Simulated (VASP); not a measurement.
# PdPt (R-3m) in VASP: further runs

Runs on PdPt. Level: LDA. Tasks: relaxation of shape and atoms at fixed volume.

Program: VASP 6.6.1. These are calculated values, not measurements. Logs are shortened: lines on timing, memory, paths and dates and some standing lists are left out, and cuts for length are marked.

## 1. The cell of the first run

The structure is trigonal, space group R-3m (No. 166). Conventional cell: a = 2.671 Å, b = 2.671 Å, c = 13.209 Å, α = 90.00°, β = 90.00°, γ = 120.00°. Within 3.5 Å of Pd (site symmetry -3m) lie 6 Pd at 2.67 Å and 6 Pt at 2.69 Å. Pt (site symmetry -3m) has 6 Pt at 2.67 Å and 6 Pd at 2.69 Å within 3.5 Å.

## 2. Relaxation of shape and atoms at fixed volume, LDA

Contents of INCAR:

```
SYSTEM = PdPt
ALGO     = Normal         ! electronic algorithm
EDIFF    = 1E-6           ! SCF threshold, eV
EDIFFG   = -0.01          ! ionic threshold
ENCUT    = 600            ! plane-wave cutoff, eV
IBRION   = 2              ! ionic algorithm
ISIF     = 4              ! what is computed and relaxed
ISMEAR   = -1             ! smearing method
LASPH    = .True.         ! aspherical terms in the spheres
LCHARG   = .False.        ! write CHGCAR
LREAL    = .False.        ! projectors in reciprocal space
LWAVE    = .False.        ! write WAVECAR
NELM     = 100            ! most SCF steps
NSW      = 50             ! ionic steps
PREC     = Accurate       ! precision mode
SIGMA    = 0.05           ! smearing width, eV
```

Contents of KPOINTS:

```
k-points
0
Gamma
  15 15 15
  0 0 0
```

Contents of POSCAR:

```
PdPt
1.0
    1.3356592677      0.7711432377      4.4029858011
   -1.3356592677      0.7711432377      4.4029858011
    0.0000000000     -1.5422864755      4.4029858011
Pd Pt
1 1
Direct
    0.0000000000      0.0000000000      0.0000000000
    0.5000000000      0.5000000000      0.5000000000
```

Potentials or basis: VASP PAW LDA potentials, release 64 (Pd, Pt).

On the command line:

```
> cat potpaw_LDA.64/Pd/POTCAR potpaw_LDA.64/Pt/POTCAR > POTCAR
> mpirun -np 1 vasp_std > vasp.out
```

OUTCAR:

```text
SYSTEM = PdPt
   EDIFF = 1E-6
   EDIFFG = -0.01
   ENCUT = 600
   IBRION = 2
   ISIF = 4
   ISMEAR = -1
   LASPH = .True.
   LREAL = .False.
   NELM = 100
   NSW = 50
   PREC = Accurate

 ion  position               nearest neighbor table
   1  0.000  0.000  0.000-   2 2.69   2 2.69   2 2.69   2 2.69   2 2.69   2 2.69
   2  0.500  0.500  0.500-   1 2.69   1 2.69   1 2.69   1 2.69   1 2.69   1 2.69

  LATTYP: Found a trigonal (rhomboedric) cell.
 ALAT       =     4.6652900807
 COS(alpha) =     0.8360678805

  Lattice vectors:

 A1 = (   1.3356592677,   0.7711432377,   4.4029858011)
 A2 = (  -1.3356592677,   0.7711432377,   4.4029858011)
 A3 = (   0.0000000000,  -1.5422864755,   4.4029858011)

Analysis of symmetry for initial positions (statically):
=====================================================================
 Subroutine PRICEL returns:
 Original cell was already a primitive cell.

 Routine SETGRP: Setting up the symmetry group for a
 trigonal (rhombohedral) supercell.

 Subroutine GETGRP returns: Found 12 space group operations
 (whereof 12 operations were pure point group operations)
 out of a pool of 12 trial point group operations.

The static configuration has the point symmetry D_3d.

Analysis of symmetry for dynamics (positions and initial velocities):
=====================================================================
 Subroutine PRICEL returns:
 Original cell was already a primitive cell.

 Routine SETGRP: Setting up the symmetry group for a
 trigonal (rhombohedral) supercell.

 Subroutine GETGRP returns: Found 12 space group operations
 (whereof 12 operations were pure point group operations)
 out of a pool of 12 trial point group operations.

The dynamic configuration has the point symmetry D_3d.

 Subroutine INISYM returns: Found 12 space group operations
 (whereof 12 operations are pure point group operations),
 and found     1 'primitive' translations

----------------------------------------------------------------------------------------

                                     Primitive cell

  volume of cell :      27.2100

  direct lattice vectors                    reciprocal lattice vectors
     1.335659268  0.771143238  4.402985801     0.374346970  0.216129324  0.075706202
    -1.335659268  0.771143238  4.402985801    -0.374346970  0.216129324  0.075706202
     0.000000000 -1.542286476  4.402985801     0.000000000 -0.432258648  0.075706202

  length of vectors
     4.665290081  4.665290081  4.665290081     0.438838202  0.438838202  0.438838202

  position of ions in fractional coordinates (direct lattice)
     0.000000000  0.000000000  0.000000000
     0.500000000  0.500000000  0.500000000

  ion indices of the primitive-cell ions
   primitive index   ion index
                 1           1
                 2           2

----------------------------------------------------------------------------------------

 KPOINTS: k-points

Automatic generation of k-mesh.
 Grid dimensions read from file:
 generate k-points for:   15   15   15

 Generating k-lattice:

  Cartesian coordinates                     Fractional coordinates (reciprocal lattice)
     0.024956465  0.014408622  0.005047080     0.066666667 -0.000000000  0.000000000
    -0.024956465  0.014408622  0.005047080    -0.000000000  0.066666667  0.000000000
     0.000000000 -0.028817243  0.005047080     0.000000000  0.000000000  0.066666667

  Length of vectors
     0.029255880  0.029255880  0.029255880

  Shift w.r.t. Gamma in fractional coordinates (k-lattice)
     0.000000000  0.000000000  0.000000000

 Subroutine IBZKPT returns following result:
 ===========================================

 Found    344 irreducible k-points:

 Following reciprocal coordinates:
            Coordinates               Weight
  0.000000  0.000000  0.000000      1.000000
  0.066667  0.000000  0.000000      6.000000
  0.133333 -0.000000  0.000000      6.000000
  0.200000  0.000000  0.000000      6.000000
  0.266667 -0.000000  0.000000      6.000000
  0.333333  0.000000  0.000000      6.000000
[... 16 lines left out ...]
  0.133333  0.133333  0.000000      6.000000
  0.200000  0.133333  0.000000     12.000000
 [... further k-points ...]
   k-points           NKPTS =    344   k-points in BZ     NKDIM =    344   number of bands    NBANDS=     14
   number of dos      NEDOS =    301   number of ions     NIONS =      2
   total plane-waves  NPLWV =  64000
   dimension x,y,z NGX =    40 NGY =   40 NGZ =   40
   dimension x,y,z NGXF=    80 NGYF=   80 NGZF=   80
   ions per type =               1   1
   NGX,Y,Z   is equivalent  to a cutoff of  14.25, 14.25, 14.25 a.u.
   NGXF,Y,Z  is equivalent  to a cutoff of  28.51, 28.51, 28.51 a.u.
 SYSTEM =  PdPt
   PREC   = accura    normal or accurate (medium, high low for compatibility)
   ISTART =      0    job   : 0-new  1-cont  2-samecut
   ICHARG =      2    charge: 1-file 2-atom 10-const
   ISPIN  =      1    spin polarized calculation?
   LNONCOLLINEAR =      F non collinear calculations
   LSORBIT =      F    spin-orbit coupling
   LASPH  =      T    aspherical Exc in radial PAW
   ENCUT  =  600.0 eV  44.10 Ry    6.64 a.u.   9.32  9.32  9.32*2*pi/ulx,y,z
   NELM   =    100;   NELMIN=  2; NELMDL= -5     # of ELM steps
   EDIFF  = 0.1E-05   stopping-criterion for ELM
   LREAL  =      F    real-space projection
   EDIFFG = -.1E-01   stopping-criterion for IOM
   NSW    =     50    number of steps for IOM
   IBRION =      2    ionic relax: 0-MD 1-quasi-New 2-CG
   NFREE  =      1    steps in history (QN), initial steepest desc. (CG)
   ISIF   =      4    stress and relaxation
   ISYM   =      2    0-nonsym 1-usesym 2-fastsym
   POTIM  = 0.5000    time-step for ionic-motion
   TEBEG  =    0.0;   TEEND  =   0.0 temperature during run
   PSTRESS=    0.0 pullay stress
   NELECT =      20.0000    total number of electrons
   NUPDOWN=      -1.0000    fix difference up-down
   EMIN   =  10.00;   EMAX   =-10.00  energy-range for DOS
   EFERMI =   0.00;   METHOD = LEGACY
   ISMEAR =    -1;   SIGMA  =   0.05  broadening in eV -4-tet -1-fermi 0-gaus
   EFERMI_NEDOS =   21; number of points for ismear=-14 and -15
   IALGO  =     38    algorithm
   IMIX   =      4    mixing-type and parameters
     AMIX     =   0.40;   BMIX     =  1.00
     AMIX_MAG =   1.60;   BMIX_MAG =  1.00
  volume/ion in A,a.u.               =      13.61        91.81
  Fermi-wavevector in a.u.,A,eV,Ry     =   1.477435  2.791947 29.698993  2.182814
  Thomas-Fermi vector in A             =   2.591839
   LORBIT       =      0    0 simple, 1 ext, 2 COOP (PROOUT), +10 PAW based schemes
   GGA     = CA    functional components
   LHFCALC =     F    Hartree Fock is set to
   AEXX    =    0.0000 exact exchange contribution
   IVDW    =     0    specifies the selected vdW correction
   LEPSILON=     F    determine dielectric tensor
   LRPA    =     F    only Hartree local field effects (RPA)
 conjugate gradient relaxation of ions
 non-spin polarized calculation
  energy-cutoff  :      600.00
  volume of cell :       27.21
 maximum number of plane-waves:       930
 NGX is ok and might be reduce to    40
   NGX = 19   NGY = 19   NGZ = 19

--------------------------------------- Ionic step        1  -------------------------------------------

 number of electron      20.0000001 magnetization

 Free energy of the ion-electron system (eV)
  ---------------------------------------------------
  ext. energy  EPLUGINS =         0.00000000
  ---------------------------------------------------
  free energy    TOTEN  =       -14.00579998 eV

  energy without entropy =      -13.97827360  energy(sigma->0) =      -13.99203679

------------------------ aborting loop because EDIFF is reached ----------------------------------------

  FORCE on cell =-STRESS in cart. coord.  units (eV):
  Direction    XX          YY          ZZ          XY          YZ          ZX
  --------------------------------------------------------------------------------------
  -------------------------------------------------------------------------------------
  Total        3.3438115      3.3438115      3.0195119      0.0000000     -0.0000000      0.0000000
  in kB      196.8897476    196.8897476    177.7943905      0.0000000     -0.0000000      0.0000000
  external PRESSURE =     190.5246286 kB  Pullay stress =       0.0000000 kB
[... 57 lines left out ...]
  energy  without entropy=      -13.9794382833  energy(sigma->0) =      -13.99300077

--------------------------------------- Ionic step        3  -------------------------------------------

 number of electron      20.0000001 magnetization

 Free energy of the ion-electron system (eV)
  ---------------------------------------------------
  ext. energy  EPLUGINS =         0.00000000
  ---------------------------------------------------
  free energy    TOTEN  =       -14.00657127 eV

  energy without entropy =      -13.97940264  energy(sigma->0) =      -13.99298696

 E-fermi :  12.1335     XC(G=0): -14.1606

 val. band max:       12.1334199886   @ k =   0.0667   0.0667   0.0667
 cond. band min:      12.1366119796   @ k =  -0.4667   0.4667   0.3333
 fundamental gap:      0.0031919910
 Fermi energy:        12.1334509655

 k-point     1 :       0.0000    0.0000    0.0000
  band No.  band energies     occupation
      1       2.1595      2.00000
      2       5.0845      2.00000
      3       7.9471      2.00000
      4       7.9471      2.00000
      5       8.3216      2.00000
      6       8.5328      2.00000
      7       8.5328      2.00000
      8      10.5043      2.00000
      9      10.5043      2.00000
     10      12.0577      1.63970
     11      12.1749      0.60768
     12      12.1749      0.60768
     13      19.5195      0.00000
     14      26.9395      0.00000
[... 375 lines left out ...]
 k-point    24 :       0.2000    0.1333    0.0000
  band No.  band energies     occupation
      1       3.3952      2.00000
      2       5.8918      2.00000
      3       7.3429      2.00000
      4       7.9135      2.00000
      5       8.6576      2.00000
      6       8.7312      2.00000
      7       8.9231      2.00000
      8       9.1980      2.00000
      9      10.1381      2.00000
     10      10.6403      2.00000
     11      12.0701      1.56025
     12      15.3034      0.00000
     13      20.1647      0.00000
     14      28.3687      0.00000

 [... further k-points ...]

------------------------ aborting loop because EDIFF is reached ----------------------------------------

  FORCE on cell =-STRESS in cart. coord.  units (eV):
  Direction    XX          YY          ZZ          XY          YZ          ZX
  --------------------------------------------------------------------------------------
  -------------------------------------------------------------------------------------
  Total        3.2263930      3.2263930      3.2267724     -0.0000000     -0.0000000      0.0000000
  in kB      189.9759265    189.9759265    189.9982701     -0.0000000     -0.0000000      0.0000000
  external PRESSURE =     189.9833744 kB  Pullay stress =       0.0000000 kB
[... 17 lines left out ...]
  FREE ENERGIE OF THE ION-ELECTRON SYSTEM (eV)
  ---------------------------------------------------
  free  energy   TOTEN  =       -14.0065712697 eV

  energy  without entropy=      -13.9794026429  energy(sigma->0) =      -13.99298696

 reached required accuracy - stopping structural energy minimisation
```

Run time: 13 min. Hardware: 1 thread of Intel Xeon 6975P-C, shared host; peak memory 0.37 GiB.

What came out:

```yaml
Free_energy: -14.0066 eV
Energy_gained_by_relaxing: 0.4 meV/atom
Ionic_steps: 3
Pressure_after_relaxing: 19.0 GPa
Band_gap_on_the_k_mesh: zero (band 10 reaches 12.62 eV, above the bottom of band 11 at 10.84 eV)
```

Step by step:
| step | energy change (eV) | largest force (eV/Å) | pressure (GPa) | volume (Å³) |
| --- | --- | --- | --- | --- |
| 1 | 0.0000 | 0.0000 | 19.05 | 27.21 |
| 2 | -0.0008 | 0.0000 | 18.99 | 27.21 |
| 3 | -0.0008 | 0.0000 | 19.00 | 27.21 |

Final structure:
```
CELL_PARAMETERS angstrom
1.33882 0.77297 4.38224
-1.33882 0.77297 4.38224
0.00000 -1.54593 4.38224
ATOMIC_POSITIONS crystal
Pd 0.00000 0.00000 0.00000
Pt 0.50000 0.50000 0.50000
```

Caveat: spin-orbit coupling is left out, which moves the levels of the heavy elements.

## 3. Relaxation of shape and atoms at fixed volume, LDA

This run uses another cell than the first one, of 15.12 Å³/atom, 1.111 times its volume.

Contents of INCAR:

```
SYSTEM = PdPt
PREC = Accurate
ENCUT = 600
EDIFF = 1E-6
ISMEAR = -1
SIGMA = 0.05
LREAL = .FALSE.
LASPH = .TRUE.
NELM = 60
ALGO = Normal
ISIF = 4
LWAVE = .FALSE.
LCHARG = .FALSE.
IBRION = 2
NSW = 50
EDIFFG = -0.01
```

Contents of KPOINTS:

```
Automatic mesh
0
G
  15 15 15
  0 0 0
```

Contents of POSCAR:

```
PdPt
1.0
    1.3834012978      0.7987071117      4.5603668681
   -1.3834012978      0.7987071117      4.5603668681
    0.0000000000     -1.5974142234      4.5603668681
Pd Pt
1 1
Direct
    0.0000000000      0.0000000000      0.0000000000
    0.5000000000      0.5000000000      0.5000000000
```

Potentials or basis: VASP PAW LDA potentials, release 64 (Pd, Pt).

On the command line:

```
> cat potpaw_LDA.64/Pd/POTCAR potpaw_LDA.64/Pt/POTCAR > POTCAR
> mpirun -np 1 vasp_std > vasp.out
```

It took 9.2 min on 1 thread of Intel Xeon 6975P-C, shared host; peak memory 0.38 GiB.

It converged, with:

| Property | Result |
| --- | --- |
| Free energy | -14.0556 eV |
| Energy gained by relaxing | 0.0 meV/atom |
| Ionic steps | 2 |
| Pressure after relaxing | -10.7 GPa |
| Band gap on the k mesh | zero (band 10 reaches 10.52 eV, above the bottom of band 11 at 9.04 eV) |

Stress tensor (GPa, compression positive):
```
-10.60   0.00   0.00
  0.00 -10.60   0.00
  0.00   0.00 -10.75
```

Final structure:
```cif
data_structure
_symmetry_space_group_name_H-M 'P 1'
_symmetry_Int_Tables_number 1
_cell_length_a 4.8274
_cell_length_b 4.8274
_cell_length_c 4.8274
_cell_angle_alpha 33.325
_cell_angle_beta 33.325
_cell_angle_gamma 33.325
_cell_volume 30.23
loop_
_atom_site_label
_atom_site_type_symbol
_atom_site_fract_x
_atom_site_fract_y
_atom_site_fract_z
_atom_site_occupancy
Pd1 Pd 0.00000 0.00000 0.00000 1
Pt1 Pt 0.50000 0.50000 0.50000 1
```

Levels at points of the mesh, in eV from the Fermi level:
```tsv
k point	band 6	band 7	band 8	band 9	band 10	band 11	band 12	band 13	band 14
(0.00, 0.00, 0.00)	-3.01	-3.01	-1.37	-1.37	0.01	0.01	0.22	6.43	15.07
```

Caveat: spin-orbit coupling is left out, which moves the levels of the heavy elements.
